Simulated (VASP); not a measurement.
# Ta2TiSi3 (P-4m2) in VASP: notebook, part 2 of 2

VASP 6.6.1. Earlier steps stand in the parts before.

### Step 3. Single point, PBE

This run uses another cell than the first one, of 16.67 Å³/atom.

File INCAR:

```
ALGO     = Normal         # electronic algorithm
EDIFF    = 1E-6           # SCF threshold, eV
ENCUT    = 520            # plane-wave cutoff, eV
GGA      = PE             # functional
ISIF     = 2              # what is computed and relaxed
ISMEAR   = 0              # smearing method
LASPH    = T              # aspherical terms in the spheres
LCHARG   = F              # write CHGCAR
LREAL    = F              # projectors in reciprocal space
LWAVE    = F              # write WAVECAR
NBANDS   = 32             # bands
NELM     = 100            # most SCF steps
PREC     = Accurate       # precision mode
SIGMA    = 0.1            # smearing width, eV
```

File KPOINTS:

```
k-points
0
Gamma
  6 6 2
```

File POSCAR:

```
Ta2TiSi3
1.0
    3.5801516781      0.0000000000      0.0000000000
    0.0000000000      3.5801516781      0.0000000000
    0.0000000000      0.0000000000      7.8029910696
Ti Ta Si
1 2 3
Direct
    0.0000000000      0.0000000000      0.0000000000
    0.0000000000      0.5000000000      0.7327087024
    0.5000000000      0.0000000000      0.2672912976
    0.0000000000      0.5000000000      0.3815596536
    0.5000000000      0.0000000000      0.6184403464
    0.5000000000      0.5000000000      0.0000000000
```

Potentials or basis: VASP PAW PBE potentials, release 64 (Ti_sv, Ta_pv, Si).

The run is started by

```console
$ cat potpaw_PBE.64/Ti_sv/POTCAR potpaw_PBE.64/Ta_pv/POTCAR potpaw_PBE.64/Si/POTCAR > POTCAR
$ mpirun -np 1 vasp_std > vasp.out
```

OUTCAR:

```text
EDIFF = 1E-6
   ENCUT = 520
   GGA = PE
   ISIF = 2
   ISMEAR = 0
   LASPH = T
   LREAL = F
   NELM = 100
   PREC = Accurate

 ion  position               nearest neighbor table
   1  0.000  0.000  0.000-   6 2.53   6 2.53   6 2.53   6 2.53   3 2.75   3 2.75   2 2.75   2 2.75

   2  0.000  0.500  0.733-   5 2.68   5 2.68   5 2.68   5 2.68   4 2.74   1 2.75   6 2.75   6 2.75
                             1 2.75
   3  0.500  0.000  0.267-   4 2.68   4 2.68   4 2.68   4 2.68   5 2.74   6 2.75   1 2.75   6 2.75
                             1 2.75
   4  0.000  0.500  0.382-   3 2.68   3 2.68   3 2.68   3 2.68   2 2.74   5 3.13   5 3.13   5 3.13
                             5 3.13
   5  0.500  0.000  0.618-   2 2.68   2 2.68   2 2.68   2 2.68   3 2.74   4 3.13   4 3.13   4 3.13
                             4 3.13
   6  0.500  0.500  0.000-   1 2.53   1 2.53   1 2.53   1 2.53   3 2.75   3 2.75   2 2.75   2 2.75

  LATTYP: Found a simple tetragonal cell.
 ALAT       =     3.5801516781
 C/A-ratio  =     2.1795141020

  Lattice vectors:

 A1 = (   3.5801516781,   0.0000000000,   0.0000000000)
 A2 = (   0.0000000000,   3.5801516781,   0.0000000000)
[... 183 lines left out ...]
 cond. band min:       7.3574513874   @ k =   0.3333   0.1667   0.5000
 fundamental gap:      0.0754360045
 Fermi energy:         7.3457850126

 k-point     1 :       0.0000    0.0000    0.0000
  band No.  band energies     occupation
      1     -49.2914      2.00000
      2     -26.7411      2.00000
      3     -26.6806      2.00000
      4     -26.6632      2.00000
      5     -26.6632      2.00000
      6     -26.6074      2.00000
[... 689 lines left out ...]
     31      10.4535      0.00000
     32      10.8066      0.00000

------------------------ aborting loop because EDIFF is reached ----------------------------------------

  FORCE on cell =-STRESS in cart. coord.  units (eV):
  Direction    XX          YY          ZZ          XY          YZ          ZX
  --------------------------------------------------------------------------------------
  -------------------------------------------------------------------------------------
  Total        0.0436176      0.0436176      0.0400628      0.0000000      0.0000000      0.0000000
  in kB        0.6987289      0.6987289      0.6417825      0.0000000      0.0000000      0.0000000
  external PRESSURE =       0.6797468 kB  Pullay stress =       0.0000000 kB

 VOLUME and BASIS-vectors are now :
 -----------------------------------------------------------------------------
  energy-cutoff  :      520.00
  volume of cell :      100.01
      direct lattice vectors                 reciprocal lattice vectors
     3.580151678  0.000000000  0.000000000     0.279317775  0.000000000  0.000000000
     0.000000000  3.580151678  0.000000000     0.000000000  0.279317775  0.000000000
     0.000000000  0.000000000  7.802991070     0.000000000  0.000000000  0.128155984

 POSITION                                       TOTAL-FORCE (eV/Angst)
 -----------------------------------------------------------------------------------
      0.00000      0.00000      0.00000        -0.000000      0.000000      0.000000
      0.00000      1.79008      5.71732        -0.000000      0.000000      0.003467
      1.79008      0.00000      2.08567         0.000000     -0.000000     -0.003467
      0.00000      1.79008      2.97731         0.000000      0.000000     -0.021885
      1.79008      0.00000      4.82568         0.000000      0.000000      0.021885
      1.79008      1.79008      0.00000         0.000000     -0.000000      0.000000
 -----------------------------------------------------------------------------------
    total drift:                               -0.000000     -0.000000      0.000000

  FREE ENERGIE OF THE ION-ELECTRON SYSTEM (eV)
  ---------------------------------------------------
  free  energy   TOTEN  =       -48.1702041977 eV

  energy  without entropy=      -48.1546152596  energy(sigma->0) =      -48.16240973
```

stdout:

```text
POSCAR found type information on POSCAR TiTaSi
 POSCAR found :  3 types and       6 ions
 scaLAPACK will be used
 LDA part: xc-table for (Slater+PW92), standard interpolation
 POSCAR, INCAR and KPOINTS ok, starting setup
 FFT: planning ... GRIDC
 FFT: planning ... GRID_SOFT
 FFT: planning ... GRID
 WAVECAR not read
 entering main loop
```

Run time: 81 s. Hardware: 1 thread of Intel Xeon 8259CL, shared host; peak memory 0.24 GiB.

Results:

```
Free energy            : -48.1702 eV
Pressure               : 0.1 GPa
Largest force          : 0.022 eV/Å
Band gap on the k mesh : zero (bands 23 and 24 overlap by 0.59 eV)
```

Forces in eV/Å, atoms in the order of the input:
```
Ti   0.000  0.000  0.000
Ta   0.000  0.000  0.003
Ta   0.000  0.000 -0.003
Si   0.000  0.000 -0.022
Si   0.000  0.000  0.022
Si   0.000  0.000  0.000
```

Levels at points of the mesh, in eV from the Fermi level:
```tsv
k point	band 21	band 22	band 23	band 24	band 25	band 26
(0.00, 0.00, 0.00)	-0.50	-0.50	0.24	0.45	0.45	1.75
(0.50, 0.00, 0.00)	-1.10	-0.46	0.19	0.51	1.51	1.94
(0.50, 0.50, 0.00)	-1.26	-0.87	-0.83	0.66	1.07	1.07
(0.00, 0.00, 0.50)	-0.52	0.26	0.38	0.38	0.55	0.58
(0.50, 0.00, 0.50)	-0.88	-0.78	-0.27	-0.21	1.41	1.47
(0.50, 0.50, 0.50)	-0.98	-0.86	-0.82	0.33	0.33	0.70
```

Caveat: the k points lie up to 0.40 Å⁻¹ apart, too coarse for converged energies and pressures of a metal; spin-orbit coupling is left out, which moves the levels of the heavy elements.

### Step 4. Single point, PBE

This run uses another cell than the first one, of 15.22 Å³/atom.

File INCAR:

```
PREC = Accurate
ENCUT = 520
EDIFF = 1E-6
ISMEAR = 0
SIGMA = 0.1
LREAL = F
LASPH = T
NELM = 100
ALGO = Normal
ISIF = 2
LWAVE = F
LCHARG = F
GGA = PE
NBANDS = 32
```

File KPOINTS:

```
Automatic mesh
0
Gamma
  10 10 6
```

File POSCAR:

```
Ta2TiSi3
1.0
    3.5120143075      0.0000000000      0.0000000000
    0.0000000000      3.5120143075      0.0000000000
    0.0000000000      0.0000000000      7.4054385367
Ti Ta Si
1 2 3
Direct
    0.0000000000      0.0000000000      0.0000000000
    0.0000000000      0.5000000000      0.6225214050
    0.5000000000      0.0000000000      0.3774785950
    0.0000000000      0.5000000000      0.2618152512
    0.5000000000      0.0000000000      0.7381847488
    0.5000000000      0.5000000000      0.0000000000
```

Potentials or basis: VASP PAW PBE potentials, release 64 (Ti_sv, Ta_pv, Si).

The run is started by

```console
$ cat potpaw_PBE.64/Ti_sv/POTCAR potpaw_PBE.64/Ta_pv/POTCAR potpaw_PBE.64/Si/POTCAR > POTCAR
$ mpirun -np 1 vasp_std > vasp.out
```

OUTCAR:

```text
PREC = Accurate
   ENCUT = 520
   EDIFF = 1E-6
   ISMEAR = 0
   LREAL = F
   LASPH = T
   NELM = 100
   ISIF = 2
   GGA = PE

 ion  position               nearest neighbor table
   1  0.000  0.000  0.000-   6 2.48   6 2.48   6 2.48   6 2.48   5 2.62   5 2.62   4 2.62   4 2.62

   2  0.000  0.500  0.623-   5 2.63   5 2.63   5 2.63   5 2.63   4 2.67   3 3.08   3 3.08   3 3.08
                             3 3.08   6 3.30   6 3.30
   3  0.500  0.000  0.377-   4 2.63   4 2.63   4 2.63   4 2.63   5 2.67   2 3.08   2 3.08   2 3.08
                             2 3.08   6 3.30   6 3.30
   4  0.000  0.500  0.262-   1 2.62   6 2.62   1 2.62   6 2.62   3 2.63   3 2.63   3 2.63   3 2.63
                             2 2.67
   5  0.500  0.000  0.738-   1 2.62   6 2.62   6 2.62   1 2.62   2 2.63   2 2.63   2 2.63   2 2.63
[... 1052 lines left out ...]
  Total        0.0241114      0.0241114      0.0023907      0.0000000      0.0000000     -0.0000000
  in kB        0.4229311      0.4229311      0.0419339      0.0000000      0.0000000     -0.0000000
  external PRESSURE =       0.2959321 kB  Pullay stress =       0.0000000 kB

 VOLUME and BASIS-vectors are now :
 -----------------------------------------------------------------------------
  energy-cutoff  :      520.00
  volume of cell :       91.34
      direct lattice vectors                 reciprocal lattice vectors
     3.512014307  0.000000000  0.000000000     0.284736881  0.000000000  0.000000000
     0.000000000  3.512014307  0.000000000     0.000000000  0.284736881  0.000000000
     0.000000000  0.000000000  7.405438537     0.000000000  0.000000000  0.135035892

 POSITION                                       TOTAL-FORCE (eV/Angst)
 -----------------------------------------------------------------------------------
      0.00000      0.00000      0.00000         0.000000      0.000000      0.000000
      0.00000      1.75601      4.61004        -0.000000      0.000000     -0.001874
      1.75601      0.00000      2.79539         0.000000     -0.000000      0.001874
      0.00000      1.75601      1.93886        -0.000000      0.000000     -0.012572
      1.75601      0.00000      5.46658        -0.000000      0.000000      0.012572
      1.75601      1.75601      0.00000        -0.000000      0.000000      0.000000
 -----------------------------------------------------------------------------------
    total drift:                               -0.000000     -0.000000      0.000000

  FREE ENERGIE OF THE ION-ELECTRON SYSTEM (eV)
  ---------------------------------------------------
  free  energy   TOTEN  =       -50.9785413163 eV

  energy  without entropy=      -50.9721140271  energy(sigma->0) =      -50.97532767
```

OSZICAR:

```text
N       E                     dE             d eps       ncg     rms          rms(c)
DAV:   1     0.414642166037E+03    0.41464E+03   -0.22755E+04  5376   0.147E+03
DAV:   2    -0.264558148811E+02   -0.44110E+03   -0.42516E+03  5696   0.421E+02
DAV:   3    -0.537785856402E+02   -0.27323E+02   -0.26333E+02  8248   0.942E+01
DAV:   4    -0.547754744838E+02   -0.99689E+00   -0.99031E+00  7408   0.153E+01
DAV:   5    -0.548006507501E+02   -0.25176E-01   -0.25166E-01  7528   0.242E+00    0.255E+01
DAV:   6    -0.513354484549E+02    0.34652E+01   -0.18535E+01  7432   0.272E+01    0.104E+01
DAV:   7    -0.518020049377E+02   -0.46656E+00   -0.90256E+00  7376   0.233E+01    0.728E+00
DAV:   8    -0.509889128768E+02    0.81309E+00   -0.19521E+00  7128   0.975E+00    0.295E+00
DAV:   9    -0.509819572641E+02    0.69556E-02   -0.21307E-01  8184   0.246E+00    0.861E-01
DAV:  10    -0.509780582779E+02    0.38990E-02   -0.28631E-02  6904   0.103E+00    0.375E-01
DAV:  11    -0.509791394358E+02   -0.10812E-02   -0.64223E-03  7336   0.568E-01    0.237E-01
DAV:  12    -0.509785417691E+02    0.59767E-03   -0.31008E-03  7032   0.419E-01    0.630E-02
DAV:  13    -0.509785536759E+02   -0.11907E-04   -0.32763E-04  6928   0.130E-01    0.261E-02
DAV:  14    -0.509785429337E+02    0.10742E-04   -0.30327E-05  7408   0.391E-02    0.124E-02
DAV:  15    -0.509785416470E+02    0.12867E-05   -0.55601E-06  6608   0.140E-02    0.279E-03
DAV:  16    -0.509785413163E+02    0.33074E-06   -0.41989E-07  4240   0.429E-03
   1 F= -.50978541E+02 E0= -.50975328E+02  d E =-.642729E-02
```

stdout:

```text
POSCAR found type information on POSCAR TiTaSi
 POSCAR found :  3 types and       6 ions
 scaLAPACK will be used
 LDA part: xc-table for (Slater+PW92), standard interpolation
 POSCAR, INCAR and KPOINTS ok, starting setup
 FFT: planning ... GRIDC
 FFT: planning ... GRID_SOFT
 FFT: planning ... GRID
 WAVECAR not read
 entering main loop
```

Wall time 6 min (1 thread of Intel Xeon 8259CL, shared host); peak memory 0.36 GiB.

Results:

```yaml
Free_energy: -50.9785 eV
Pressure: 0.0 GPa
Largest_force: 0.013 eV/Å
Band_gap_on_the_k_mesh: zero (bands 23 and 24 overlap by 0.35 eV)
```

Forces in eV/Å, atoms in the order of the input:
```
Ti   0.000  0.000  0.000
Ta   0.000  0.000 -0.002
Ta   0.000  0.000  0.002
Si   0.000  0.000 -0.013
Si   0.000  0.000  0.013
Si   0.000  0.000  0.000
```

Caveat: spin-orbit coupling is left out, which moves the levels of the heavy elements.

### Step 5. The runs side by side

| cell | k mesh | gap on the mesh (eV) | pressure (GPa) | largest force (eV/Å) |
| --- | --- | --- | --- | --- |
| a = 3.500, b = 3.500, c = 7.710 Å, 6 atoms, atomic positions A | 6 × 6 × 2 | none | 9.6 | 0.21 |
| a = 3.580, b = 3.580, c = 7.803 Å, 6 atoms, atomic positions B | 6 × 6 × 2 | none | 0.1 | 0.02 |
| a = 3.512, b = 3.512, c = 7.405 Å, 6 atoms, atomic positions C | 10 × 10 × 6 | none | 0.0 | 0.01 |

Alike in all rows: task single point; level PBE; potentials or basis VASP PAW PBE potentials, release 64 (Ti_sv, Ta_pv, Si); no spin polarisation; cutoff (eV) 520; smearing gaussian 0.1 eV.

Caveats: some runs use coarse meshes; spin-orbit coupling is left out, which moves the levels of the heavy elements.

Absolute energies hang on the potentials; compare differences alone.
